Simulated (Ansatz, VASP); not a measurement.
## TaTc: VASP beside Ansatz

```
CELL_PARAMETERS angstrom
3.19995 0.00000 0.00000
0.00000 3.19995 0.00000
0.00000 0.00000 3.19995
ATOMIC_POSITIONS crystal
Ta 0.00000 0.00000 0.00000
Tc 0.50000 0.50000 0.50000
```

Alike in both runs: task single point; functional LDA; k mesh 7 × 7 × 7; no spin polarisation.

|  | VASP | Ansatz |
| --- | --- | --- |
| version | VASP 6.6.1 | Ansatz 0.2.0 |
| potentials or method | VASP PAW LDA potentials, release 64 (Ta_pv, Tc_pv), cutoff 500 eV | plane waves, PAW |
| occupations | methfessel-paxton of order 1, width 0.1 eV | cold, width 0.1 eV |
| valence electrons in the cell | 24 | 28 |

Ansatz gave:

| Item | Value |
| --- | --- |
| pressure (GPa) | -15.7 |

**Question.** Estimate VASP's values.

**Answer.** Pressure (GPa): -15.2.

LDA's correlation is that of Perdew and Zunger in VASP and of Perdew and Wang (1992) in Ansatz. VASP's potentials hold 24 valence electrons a cell and Ansatz's 28, so a difference there can come from the potentials and not from the codes.

Neither program's run includes spin-orbit coupling.
